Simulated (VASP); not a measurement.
# ZnGaC2N2 (P-1) in VASP: further runs

ZnGaC2N2 is run at these levels: PBE; tasks: single point.

All numbers are computed with VASP 6.6.1; they aren't measurements. Logs are shortened: lines on timing, memory, paths and dates and some standing lists are left out, and cuts for length are marked.

### 1 The cell of the first run

The typed cell holds 6 atoms: a = 3.627 Å, b = 4.082 Å, c = 7.569 Å, α = 75.61°, β = 79.01°, γ = 76.38°.

### 2 Single point, PBE

Contents of INCAR:

```
PREC = Accurate
ENCUT = 520
EDIFF = 1E-6
ISMEAR = 0
SIGMA = 0.1
LREAL = False
LASPH = True
NELM = 60
ALGO = Normal
ISIF = 2
LWAVE = False
LCHARG = False
GGA = PE
NBANDS = 30
```

Contents of KPOINTS:

```
Automatic mesh
0
Gamma
  6 4 4
```

Contents of POSCAR:

```
ZnGaC2N2
1.0
    3.6272941500      0.0000000000      0.0000000000
    0.9609935700      3.9672814100      0.0000000000
    1.4430432800      1.5861230400      7.2585080300
Zn Ga C N
1 1 2 2
Direct
    0.0000000000      0.0000000000      0.0000000000
    0.5000000000      0.0000000000      0.5000000000
    0.1889787100      0.6220425900      0.1889787100
    0.8110212900      0.3779574100      0.8110212900
    0.3043178200      0.3913643500      0.3043178200
    0.6956821800      0.6086356500      0.6956821800
```

Potentials or basis: VASP PAW PBE potentials, release 64 (Zn, Ga_d, C, N).

On the command line:

```sh
$ cat potpaw_PBE.64/Zn/POTCAR potpaw_PBE.64/Ga_d/POTCAR potpaw_PBE.64/C/POTCAR potpaw_PBE.64/N/POTCAR > POTCAR
$ mpirun -np 1 vasp_std > vasp.out
```

OUTCAR:

```text
PREC = Accurate
   ENCUT = 520
   EDIFF = 1E-6
   ISMEAR = 0
   LREAL = False
   LASPH = True
   NELM = 60
   ISIF = 2
   GGA = PE

 ion  position               nearest neighbor table
   1  0.000  0.000  0.000-   3 1.92   4 1.92
   2  0.500  0.000  0.500-   5 1.99   6 1.99
   3  0.189  0.622  0.189-   5 1.17   1 1.92
   4  0.811  0.378  0.811-   6 1.17   1 1.92
   5  0.304  0.391  0.304-   3 1.17   2 1.99
   6  0.696  0.609  0.696-   4 1.17   2 1.99

  LATTYP: Found a triclinic cell.
 ALAT       =     4.7800084277
 B/A-ratio  =     0.8539761170
 C/A-ratio  =     1.9733641821
 COS(alpha) =     0.0183807349
 COS(beta)  =     0.4832270667
 COS(gamma) =     0.6753272741

  Lattice vectors:

 A1 = (   2.6663005800,  -3.9672814100,   0.0000000000)
 A2 = (  -0.9609935700,  -3.9672814100,   0.0000000000)
 A3 = (   5.8115450200,  -1.5861230400,  -7.2585080300)

Analysis of symmetry for initial positions (statically):
=====================================================================
 Subroutine PRICEL returns:
 Original cell was already a primitive cell.

 Routine SETGRP: Setting up the symmetry group for a
 triclinic supercell.

 Subroutine GETGRP returns: Found  2 space group operations
 (whereof  2 operations were pure point group operations)
 out of a pool of  2 trial point group operations.

The static configuration has the point symmetry S_2 .

Analysis of symmetry for dynamics (positions and initial velocities):
=====================================================================
 Subroutine PRICEL returns:
 Original cell was already a primitive cell.

 Routine SETGRP: Setting up the symmetry group for a
 triclinic supercell.

 Subroutine GETGRP returns: Found  2 space group operations
 (whereof  2 operations were pure point group operations)
 out of a pool of  2 trial point group operations.

The dynamic configuration has the point symmetry S_2 .

 Subroutine INISYM returns: Found  2 space group operations
 (whereof  2 operations are pure point group operations),
 and found     1 'primitive' translations

----------------------------------------------------------------------------------------
[... 98 lines left out ...]
   LASPH  =      T    aspherical Exc in radial PAW
   ENCUT  =  520.0 eV  38.22 Ry    6.18 a.u.   6.74  7.59 14.07*2*pi/ulx,y,z
   NELM   =     60;   NELMIN=  2; NELMDL= -5     # of ELM steps
   EDIFF  = 0.1E-05   stopping-criterion for ELM
   LREAL  =      F    real-space projection
   EDIFFG = 0.1E-04   stopping-criterion for IOM
   NSW    =      0    number of steps for IOM
   IBRION =     -1    ionic relax: 0-MD 1-quasi-New 2-CG
   NFREE  =      0    steps in history (QN), initial steepest desc. (CG)
   ISIF   =      2    stress and relaxation
   ISYM   =      2    0-nonsym 1-usesym 2-fastsym
   POTIM  = 0.5000    time-step for ionic-motion
   TEBEG  =    0.0;   TEEND  =   0.0 temperature during run
   PSTRESS=    0.0 pullay stress
   NELECT =      43.0000    total number of electrons
   NUPDOWN=      -1.0000    fix difference up-down
   EMIN   =  10.00;   EMAX   =-10.00  energy-range for DOS
   EFERMI =   0.00;   METHOD = LEGACY
   ISMEAR =     0;   SIGMA  =   0.10  broadening in eV -4-tet -1-fermi 0-gaus
   EFERMI_NEDOS =   21; number of points for ismear=-14 and -15
   IALGO  =     38    algorithm
   IMIX   =      4    mixing-type and parameters
     AMIX     =   0.40;   BMIX     =  1.00
     AMIX_MAG =   1.60;   BMIX_MAG =  1.00
  volume/ion in A,a.u.               =      17.41       117.48
  Fermi-wavevector in a.u.,A,eV,Ry     =   1.217839  2.301382 20.179239  1.483132
  Thomas-Fermi vector in A             =   2.353146
   LORBIT       =      0    0 simple, 1 ext, 2 COOP (PROOUT), +10 PAW based schemes
   GGA     = PE    functional components
   LHFCALC =     F    Hartree Fock is set to
   AEXX    =    0.0000 exact exchange contribution
   IVDW    =     0    specifies the selected vdW correction
   LEPSILON=     F    determine dielectric tensor
   LRPA    =     F    only Hartree local field effects (RPA)
 non-spin polarized calculation
 Gauss-broadening in eV      SIGMA  =   0.10
  energy-cutoff  :      520.00
  volume of cell :      104.45
 maximum number of plane-waves:      2834
   NGX = 13   NGY = 15   NGZ = 29

 number of electron      42.9999984 magnetization

 Free energy of the ion-electron system (eV)
  ---------------------------------------------------
  ext. energy  EPLUGINS =         0.00000000
  ---------------------------------------------------
  free energy    TOTEN  =       -33.57820729 eV

  energy without entropy =      -33.56189103  energy(sigma->0) =      -33.57004916

 E-fermi :   2.2524     XC(G=0):  -8.7928

 val. band max:        2.2512344914   @ k =   0.5000   0.5000   0.2500
 cond. band min:       2.2580444363   @ k =   0.1667   0.2500   0.0000
 fundamental gap:      0.0068099449
 Fermi energy:         2.2523546324

 k-point     1 :       0.0000    0.0000    0.0000
  band No.  band energies     occupation
      1     -17.5307      2.00000
      2     -17.3964      2.00000
      3     -12.7677      2.00000
      4     -12.5622      2.00000
      5     -12.5486      2.00000
      6     -12.5286      2.00000
[... 781 lines left out ...]
     29       7.8539      0.00000
     30       8.0691      0.00000

 [... further k-points ...]

------------------------ aborting loop because EDIFF is reached ----------------------------------------

  FORCE on cell =-STRESS in cart. coord.  units (eV):
  Direction    XX          YY          ZZ          XY          YZ          ZX
  --------------------------------------------------------------------------------------
  -------------------------------------------------------------------------------------
  Total       -0.2951194      7.0901022      6.5091630     -2.4091210     -6.5134423      3.2341850
  in kB       -4.5267361    108.7526714     99.8418420    -36.9526888    -99.9074807     49.6080668
  external PRESSURE =      68.0225924 kB  Pullay stress =       0.0000000 kB

 VOLUME and BASIS-vectors are now :
 -----------------------------------------------------------------------------
  energy-cutoff  :      520.00
  volume of cell :      104.45
      direct lattice vectors                 reciprocal lattice vectors
     3.627294150  0.000000000  0.000000000     0.275687595 -0.066779736 -0.040216013
     0.960993570  3.967281410  0.000000000     0.000000000  0.252061776 -0.055080326
     1.443043280  1.586123040  7.258508030     0.000000000  0.000000000  0.137769359

 POSITION                                       TOTAL-FORCE (eV/Angst)
 -----------------------------------------------------------------------------------
      0.00000      0.00000      0.00000         0.000000      0.000000      0.000000
      2.53517      0.79306      3.62925         0.000000      0.000000      0.000000
      1.55596      2.76756      1.37170        -0.881976      1.968882     -2.011757
      4.47537      2.78584      5.88680         0.881976     -1.968882      2.011757
      1.91909      2.03534      2.20889        -0.197281      0.342465     -0.635438
      4.11224      3.51807      5.04961         0.197281     -0.342465      0.635438
 -----------------------------------------------------------------------------------
    total drift:                                0.000000     -0.000000      0.000000

  FREE ENERGIE OF THE ION-ELECTRON SYSTEM (eV)
  ---------------------------------------------------
  free  energy   TOTEN  =       -33.5782072858 eV

  energy  without entropy=      -33.5618910288  energy(sigma->0) =      -33.57004916
```

Wall time 1.8 min (1 thread of Intel Xeon 6975P-C (Granite Rapids), shared host); peak memory 0.32 GiB.

What came out:

| Quantity | Value |
| --- | --- |
| Free energy | -33.5782 eV |
| Pressure | 6.8 GPa |
| Largest force | 2.950 eV/Å |

Forces on the atoms (eV/Å):
```
Zn   0.000  0.000  0.000
Ga   0.000  0.000  0.000
C   -0.882  1.969 -2.012
C    0.882 -1.969  2.012
N   -0.197  0.342 -0.635
N    0.197 -0.342  0.635
```

Stress tensor (GPa, compression positive):
```
-0.45 -3.70  4.96
-3.70 10.88 -9.99
 4.96 -9.99  9.98
```

Caveat: the k points lie up to 0.41 Å⁻¹ apart; forces of over 1 eV/Å act on the atoms, so gaps and moduli don't describe the material at rest.

### 3 Single point, PBE

This run uses another cell than the first one, of 12.08 Å³/atom, 0.694 times its volume.

Contents of INCAR:

```
ALGO = Normal ; EDIFF = 1E-7
ENCUT = 520 ; GGA = PE
ISIF = 2 ; ISMEAR = 0
LASPH = T ; LCHARG = F
LREAL = F ; LWAVE = F
NBANDS = 30 ; NELM = 100
PREC = Accurate ; SIGMA = 0.1
```

Contents of KPOINTS:

```
k-points
0
Gamma
  6 4 4
```

Contents of POSCAR:

```
ZnGaC2N2
1.0
    3.2717700143     -0.0974879203     -0.4539236481
    0.7601776472      3.9151161993     -0.7295790101
    0.3506386300      0.4220040143      5.5094695045
Zn Ga C N
1 1 2 2
Direct
    0.0000000000      0.0000000000      0.0000000000
    0.5000000000      0.0000000000      0.5000000000
    0.2266781965      0.6688719488      0.2609390682
    0.7733218035      0.3311280512      0.7390609318
    0.2547182029      0.3610554262      0.2554642044
    0.7452817971      0.6389445738      0.7445357956
```

Potentials or basis: VASP PAW PBE potentials, release 64 (Zn, Ga_d, C, N).

On the command line:

```sh
$ cat potpaw_PBE.64/Zn/POTCAR potpaw_PBE.64/Ga_d/POTCAR potpaw_PBE.64/C/POTCAR potpaw_PBE.64/N/POTCAR > POTCAR
$ mpirun -np 1 vasp_std > vasp.out
```

Run time: 60 s. Hardware: 1 thread of Intel Xeon 6975P-C (Granite Rapids), shared host; peak memory 0.25 GiB.

The run converged. Its results:

* Free energy: -36.4305 eV
* Pressure: 0.5 GPa
* Largest force: 0.134 eV/Å

Forces on the atoms (eV/Å):
```
Zn   0.000  0.000  0.000
Ga   0.000  0.000  0.000
C    0.006  0.125  0.004
C   -0.006 -0.125 -0.004
N   -0.009 -0.134  0.008
N    0.009  0.134 -0.008
```

Stress tensor (GPa, compression positive):
```
 0.11  0.11  0.16
 0.11  0.97 -0.26
 0.16 -0.26  0.38
```

Levels at points of the mesh, in eV from the Fermi level:
| k point | band 18 | band 19 | band 20 | band 21 | band 22 | band 23 | band 24 | band 25 |
| --- | --- | --- | --- | --- | --- | --- | --- | --- |
| (0.00, 0.00, 0.00) | -4.42 | -4.40 | -4.07 | -0.68 | 1.45 | 2.32 | 3.29 | 4.05 |
| (0.50, 0.00, 0.00) | -5.63 | -5.62 | -5.50 | 0.53 | 0.81 | 1.08 | 1.87 | 3.16 |
| (0.00, 0.50, 0.00) | -4.54 | -3.87 | -3.80 | -2.69 | 1.63 | 2.24 | 2.60 | 2.87 |
| (0.50, 0.50, 0.00) | -4.91 | -3.77 | -3.28 | -3.18 | -1.83 | -1.18 | -0.38 | 5.87 |
| (0.00, 0.00, 0.50) | -5.26 | -4.41 | -4.10 | 0.85 | 1.01 | 2.71 | 2.82 | 3.71 |
| (0.50, 0.00, 0.50) | -5.33 | -4.85 | -4.42 | -0.73 | 0.79 | 1.31 | 1.94 | 3.21 |
| (0.00, 0.50, 0.50) | -4.19 | -4.01 | -2.91 | -2.12 | -1.63 | 2.12 | 2.64 | 4.97 |
| (0.50, 0.50, 0.50) | -4.67 | -4.55 | -3.85 | -2.77 | -2.76 | 0.89 | 2.08 | 4.07 |

Caveat: the k points lie up to 0.40 Å⁻¹ apart.
